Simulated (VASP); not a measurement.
# TiAl3 (I4/mmm) in VASP: further runs

The runs below take TiAl3 through single point, with LDA, PBE, PBEsol, RPBE, revPBE.

All numbers are computed with VASP 6.6.1; they aren't measurements. Logs are shortened: lines on timing, memory, paths and dates and some standing lists are left out, and cuts for length are marked.

## Step 1: The cell of the first run

The structure is tetragonal, space group I4/mmm (No. 139). Conventional cell: a = 3.822 Å, b = 3.822 Å, c = 8.561 Å, α = 90.00°, β = 90.00°, γ = 90.00°. Ti (site symmetry 4/mmm) has 12 Al at 2.70 to 2.87 Å within 3.6 Å. Within 3.6 Å of Al (site symmetry -4m2) lie 8 Al at 2.70 to 2.87 Å and 4 Ti at 2.87 Å. Al (site symmetry 4/mmm) has 4 Ti at 2.70 Å and 8 Al at 2.87 Å within 3.6 Å.

## Step 2: Single point, LDA

INCAR reads:

```
SYSTEM = TiAl3
ALGO     = Fast           ! electronic algorithm
EDIFF    = 1E-6           ! SCF threshold, eV
ENCUT    = 520            ! plane-wave cutoff, eV
ISIF     = 2              ! what is computed and relaxed
ISMEAR   = -1             ! smearing method
LASPH    = .TRUE.         ! aspherical terms in the spheres
LCHARG   = .FALSE.        ! write CHGCAR
LREAL    = .FALSE.        ! projectors in reciprocal space
LWAVE    = .FALSE.        ! write WAVECAR
NBANDS   = 18             ! bands
NELM     = 80             ! most SCF steps
PREC     = Accurate       ! precision mode
SIGMA    = 0.05           ! smearing width, eV
```

KPOINTS reads:

```
k-points
0
G
  6 6 6
  0 0 0
```

POSCAR reads:

```
TiAl3
1.0
   -1.9111067713      1.9111067713      4.2806687947
    1.9111067713     -1.9111067713      4.2806687947
    1.9111067713      1.9111067713     -4.2806687947
Ti Al
1 3
Direct
    0.0000000000      0.0000000000      0.0000000000
    0.2500000000      0.7500000000      0.5000000000
    0.7500000000      0.2500000000      0.5000000000
    0.5000000000      0.5000000000      0.0000000000
```

Potentials or basis: VASP PAW LDA potentials, release 64 (Ti_sv, Al).

Launch:

```
$ cat potpaw_LDA.64/Ti_sv/POTCAR potpaw_LDA.64/Al/POTCAR > POTCAR
$ mpirun -np 1 vasp_std > vasp.out
```

OUTCAR:

```text
SYSTEM = TiAl3
   EDIFF = 1E-6
   ENCUT = 520
   ISIF = 2
   ISMEAR = -1
   LASPH = .TRUE.
   LREAL = .FALSE.
   NELM = 80
   PREC = Accurate

 ion  position               nearest neighbor table
   1  0.000  0.000  0.000-   4 2.70   4 2.70   4 2.70   4 2.70   3 2.87   2 2.87   3 2.87   2 2.87
                             3 2.87   3 2.87   2 2.87   2 2.87
   2  0.250  0.750  0.500-   3 2.70   3 2.70   3 2.70   3 2.70   4 2.87   1 2.87   4 2.87   4 2.87
                             1 2.87   1 2.87   4 2.87   1 2.87
   3  0.750  0.250  0.500-   2 2.70   2 2.70   2 2.70   2 2.70   4 2.87   1 2.87   4 2.87   1 2.87
                             4 2.87   4 2.87   1 2.87   1 2.87
   4  0.500  0.500  0.000-   1 2.70   1 2.70   1 2.70   1 2.70   3 2.87   2 2.87   3 2.87   3 2.87
                             2 2.87   2 2.87   3 2.87   2 2.87

  LATTYP: Found a body centered tetragonal cell.
 ALAT       =     3.8222135426
 C/A-ratio  =     2.2398899208

  Lattice vectors:

 A1 = (  -1.9111067713,   1.9111067713,   4.2806687947)
 A2 = (   1.9111067713,  -1.9111067713,   4.2806687947)
 A3 = (   1.9111067713,   1.9111067713,  -4.2806687947)

Analysis of symmetry for initial positions (statically):
=====================================================================
 Subroutine PRICEL returns:
 Original cell was already a primitive cell.

 Routine SETGRP: Setting up the symmetry group for a
 body centered tetragonal supercell.

 Subroutine GETGRP returns: Found 16 space group operations
 (whereof 16 operations were pure point group operations)
 out of a pool of 16 trial point group operations.

The static configuration has the point symmetry D_4h.

Analysis of symmetry for dynamics (positions and initial velocities):
=====================================================================
 Subroutine PRICEL returns:
 Original cell was already a primitive cell.

 Routine SETGRP: Setting up the symmetry group for a
 body centered tetragonal supercell.

 Subroutine GETGRP returns: Found 16 space group operations
 (whereof 16 operations were pure point group operations)
 out of a pool of 16 trial point group operations.

The dynamic configuration has the point symmetry D_4h.

 Subroutine INISYM returns: Found 16 space group operations
 (whereof 16 operations are pure point group operations),
 and found     1 'primitive' translations

----------------------------------------------------------------------------------------

                                     Primitive cell

  volume of cell :      62.5376

  direct lattice vectors                    reciprocal lattice vectors
    -1.911106771  1.911106771  4.280668795     0.000000000  0.261628501  0.116804178
     1.911106771 -1.911106771  4.280668795     0.261628501  0.000000000  0.116804178
     1.911106771  1.911106771 -4.280668795     0.261628501  0.261628501  0.000000000

  length of vectors
     5.062487878  5.062487878  5.062487878     0.286518217  0.286518217  0.369998575

  position of ions in fractional coordinates (direct lattice)
     0.000000000  0.000000000  0.000000000
     0.250000000  0.750000000  0.500000000
     0.750000000  0.250000000  0.500000000
     0.500000000  0.500000000  0.000000000

  ion indices of the primitive-cell ions
   primitive index   ion index
                 1           1
                 2           2
                 3           3
                 4           4

----------------------------------------------------------------------------------------

 KPOINTS: k-points

Automatic generation of k-mesh.
 Grid dimensions read from file:
 generate k-points for:    6    6    6

 Generating k-lattice:

  Cartesian coordinates                     Fractional coordinates (reciprocal lattice)
     0.000000000  0.043604750  0.019467363     0.166666667  0.000000000  0.000000000
     0.043604750  0.000000000  0.019467363     0.000000000  0.166666667  0.000000000
     0.043604750  0.043604750  0.000000000     0.000000000  0.000000000  0.166666667

  Length of vectors
     0.047753036  0.047753036  0.061666429

  Shift w.r.t. Gamma in fractional coordinates (k-lattice)
     0.000000000  0.000000000  0.000000000

 Subroutine IBZKPT returns following result:
 ===========================================

 Found     30 irreducible k-points:

 Following reciprocal coordinates:
            Coordinates               Weight
  0.000000  0.000000  0.000000      1.000000
  0.166667 -0.000000  0.000000      8.000000
  0.333333 -0.000000  0.000000      8.000000
  0.500000 -0.000000  0.000000      4.000000
  0.166667  0.166667  0.000000      8.000000
  0.333333  0.166667  0.000000     16.000000
[... 16 lines left out ...]
 -0.333333 -0.333333  0.166667      8.000000
 -0.166667 -0.333333  0.166667      8.000000
 [... further k-points ...]
   k-points           NKPTS =     30   k-points in BZ     NKDIM =     30   number of bands    NBANDS=     18
   number of dos      NEDOS =    301   number of ions     NIONS =      4
   total plane-waves  NPLWV =  64000
   dimension x,y,z NGX =    40 NGY =   40 NGZ =   40
   dimension x,y,z NGXF=    80 NGYF=   80 NGZF=   80
   ions per type =               1   3
   NGX,Y,Z   is equivalent  to a cutoff of  13.14, 13.14, 13.14 a.u.
   NGXF,Y,Z  is equivalent  to a cutoff of  26.27, 26.27, 26.27 a.u.
 SYSTEM =  TiAl3
   PREC   = accura    normal or accurate (medium, high low for compatibility)
   ISTART =      0    job   : 0-new  1-cont  2-samecut
   ICHARG =      2    charge: 1-file 2-atom 10-const
   ISPIN  =      1    spin polarized calculation?
   LNONCOLLINEAR =      F non collinear calculations
   LSORBIT =      F    spin-orbit coupling
   LASPH  =      T    aspherical Exc in radial PAW
   ENCUT  =  520.0 eV  38.22 Ry    6.18 a.u.   9.41  9.41  9.41*2*pi/ulx,y,z
   NELM   =     80;   NELMIN=  2; NELMDL= -5     # of ELM steps
   EDIFF  = 0.1E-05   stopping-criterion for ELM
   LREAL  =      F    real-space projection
   EDIFFG = 0.1E-04   stopping-criterion for IOM
   NSW    =      0    number of steps for IOM
   IBRION =     -1    ionic relax: 0-MD 1-quasi-New 2-CG
   NFREE  =      0    steps in history (QN), initial steepest desc. (CG)
   ISIF   =      2    stress and relaxation
   ISYM   =      2    0-nonsym 1-usesym 2-fastsym
   POTIM  = 0.5000    time-step for ionic-motion
   TEBEG  =    0.0;   TEEND  =   0.0 temperature during run
   PSTRESS=    0.0 pullay stress
   NELECT =      21.0000    total number of electrons
   NUPDOWN=      -1.0000    fix difference up-down
   EMIN   =  10.00;   EMAX   =-10.00  energy-range for DOS
   EFERMI =   0.00;   METHOD = LEGACY
   ISMEAR =    -1;   SIGMA  =   0.05  broadening in eV -4-tet -1-fermi 0-gaus
   EFERMI_NEDOS =   21; number of points for ismear=-14 and -15
   IALGO  =     68    algorithm
   IMIX   =      4    mixing-type and parameters
     AMIX     =   0.40;   BMIX     =  1.00
     AMIX_MAG =   1.60;   BMIX_MAG =  1.00
  volume/ion in A,a.u.               =      15.63       105.51
  Fermi-wavevector in a.u.,A,eV,Ry     =   1.137891  2.150303 17.616776  1.294796
  Thomas-Fermi vector in A             =   2.274596
   LORBIT       =      0    0 simple, 1 ext, 2 COOP (PROOUT), +10 PAW based schemes
   GGA     = CA    functional components
   LHFCALC =     F    Hartree Fock is set to
   AEXX    =    0.0000 exact exchange contribution
   IVDW    =     0    specifies the selected vdW correction
   LEPSILON=     F    determine dielectric tensor
   LRPA    =     F    only Hartree local field effects (RPA)
 non-spin polarized calculation
 RMM-DIIS sequential band-by-band and
  energy-cutoff  :      520.00
  volume of cell :       62.54
 maximum number of plane-waves:      1697
 NGX is ok and might be reduce to    40
   NGX = 19   NGY = 19   NGZ = 19

 number of electron      20.9999999 magnetization

 Free energy of the ion-electron system (eV)
  ---------------------------------------------------
  ext. energy  EPLUGINS =         0.00000000
  ---------------------------------------------------
  free energy    TOTEN  =       -22.78532700 eV

  energy without entropy =      -22.77335431  energy(sigma->0) =      -22.77934066

 E-fermi :   8.1413     XC(G=0): -10.9859

 val. band max:        8.1194577417   @ k =   0.3333  -0.0000   0.0000
 cond. band min:       8.1886285401   @ k =  -0.3333  -0.3333   0.1667
 fundamental gap:      0.0691707985
 Fermi energy:         8.1413114402

 k-point     1 :       0.0000    0.0000    0.0000
  band No.  band energies     occupation
      1     -47.6166      2.00000
      2     -24.3261      2.00000
      3     -24.3261      2.00000
      4     -24.2323      2.00000
      5      -1.9384      2.00000
      6       5.2632      2.00000
[... 10 lines left out ...]
     17      11.9451      0.00000
     18      11.9454      0.00000

 k-point     2 :       0.1667   -0.0000    0.0000
  band No.  band energies     occupation
      1     -47.6163      2.00000
      2     -24.3335      2.00000
      3     -24.3256      2.00000
      4     -24.2320      2.00000
      5      -1.5929      2.00000
      6       4.4614      2.00000
[... 10 lines left out ...]
     17      12.1304      0.00000
     18      13.4872      0.00000

 k-point     3 :       0.3333   -0.0000    0.0000
  band No.  band energies     occupation
      1     -47.6155      2.00000
      2     -24.3481      2.00000
      3     -24.3247      2.00000
      4     -24.2313      2.00000
      5      -0.5861      2.00000
      6       2.9697      2.00000
[... 10 lines left out ...]
     17      13.0325      0.00000
     18      13.7472      0.00000

 k-point     4 :       0.5000   -0.0000    0.0000
  band No.  band energies     occupation
      1     -47.6152      2.00000
      2     -24.3555      2.00000
      3     -24.3242      2.00000
      4     -24.2310      2.00000
      5       0.8294      2.00000
      6       1.1906      2.00000
[... 10 lines left out ...]
     17      12.6686      0.00000
     18      13.7470      0.00000

 k-point     5 :       0.1667    0.1667    0.0000
  band No.  band energies     occupation
      1     -47.6159      2.00000
      2     -24.3333      2.00000
      3     -24.3324      2.00000
      4     -24.2319      2.00000
      5      -1.1436      2.00000
      6       3.7568      2.00000
[... 10 lines left out ...]
     17      12.9156      0.00000
     18      13.5647      0.00000

 k-point     6 :       0.3333    0.1667    0.0000
  band No.  band energies     occupation
      1     -47.6152      2.00000
      2     -24.3473      2.00000
      3     -24.3316      2.00000
      4     -24.2310      2.00000
      5      -0.0606      2.00000
      6       2.8367      2.00000
[... 307 lines left out ...]
 k-point    21 :      -0.3333    0.5000    0.1667
  band No.  band energies     occupation
      1     -47.6152      2.00000
      2     -24.3473      2.00000
      3     -24.3317      2.00000
      4     -24.2316      2.00000
      5       0.6717      2.00000
      6       2.0127      2.00000
[... 10 lines left out ...]
     17      13.5106      0.00000
     18      14.0834      0.00000

 k-point    22 :      -0.1667    0.5000    0.1667
  band No.  band energies     occupation
      1     -47.6155      2.00000
      2     -24.3482      2.00000
      3     -24.3247      2.00000
      4     -24.2321      2.00000
      5       0.0222      2.00000
      6       2.2324      2.00000
[... 10 lines left out ...]
     17      13.0467      0.00000
     18      14.4489      0.00000

 k-point    23 :      -0.3333   -0.3333    0.1667
  band No.  band energies     occupation
      1     -47.6159      2.00000
      2     -24.3333      2.00000
      3     -24.3326      2.00000
      4     -24.2331      2.00000
      5      -0.5112      2.00000
      6       2.1533      2.00000
[... 10 lines left out ...]
     17      13.8671      0.00000
     18      14.1374      0.00000

 k-point    24 :      -0.1667   -0.3333    0.1667
  band No.  band energies     occupation
      1     -47.6162      2.00000
      2     -24.3336      2.00000
      3     -24.3257      2.00000
      4     -24.2332      2.00000
      5      -1.1517      2.00000
      6       2.7250      2.00000
[... 10 lines left out ...]
     17      13.1887      0.00000
     18      13.4744      0.00000

 [... further k-points ...]
[... 5 lines left out ...]
  --------------------------------------------------------------------------------------
  -------------------------------------------------------------------------------------
  Total       -1.4004480     -1.4004480     -1.1363521      0.0000000     -0.0000000      0.0000000
  in kB      -35.8786457    -35.8786457    -29.1126659      0.0000000     -0.0000000      0.0000000
  external PRESSURE =     -33.6233191 kB  Pullay stress =       0.0000000 kB

 VOLUME and BASIS-vectors are now :
 -----------------------------------------------------------------------------
  energy-cutoff  :      520.00
  volume of cell :       62.54
      direct lattice vectors                 reciprocal lattice vectors
    -1.911106771  1.911106771  4.280668795     0.000000000  0.261628501  0.116804178
     1.911106771 -1.911106771  4.280668795     0.261628501  0.000000000  0.116804178
     1.911106771  1.911106771 -4.280668795     0.261628501  0.261628501  0.000000000

 POSITION                                       TOTAL-FORCE (eV/Angst)
 -----------------------------------------------------------------------------------
      0.00000      0.00000      0.00000        -0.000000      0.000000      0.000000
      1.91111      0.00000      2.14033        -0.000000      0.000000     -0.000000
      0.00000      1.91111      2.14033         0.000000     -0.000000      0.000000
      0.00000      0.00000      4.28067        -0.000000      0.000000      0.000000
 -----------------------------------------------------------------------------------
    total drift:                               -0.000000     -0.000000     -0.000000

  FREE ENERGIE OF THE ION-ELECTRON SYSTEM (eV)
  ---------------------------------------------------
  free  energy   TOTEN  =       -22.7853270046 eV

  energy  without entropy=      -22.7733543139  energy(sigma->0) =      -22.77934066
```

It took 65 s on 1 thread of Intel Xeon 6975P-C (Granite Rapids), shared host; peak memory 0.2 GiB.

What came out:

| Quantity | Value |
| --- | --- |
| Free energy | -22.7853 eV |
| Pressure | -3.4 GPa |
| Band gap on the k mesh | zero (an odd number of electrons rules out a gap without spin polarisation) |

Caveat: the cell stands under tension.

(Part 1 of 2 ends here.)

The gap in the log of VASP goes by the Fermi energy; the results here count the filled bands.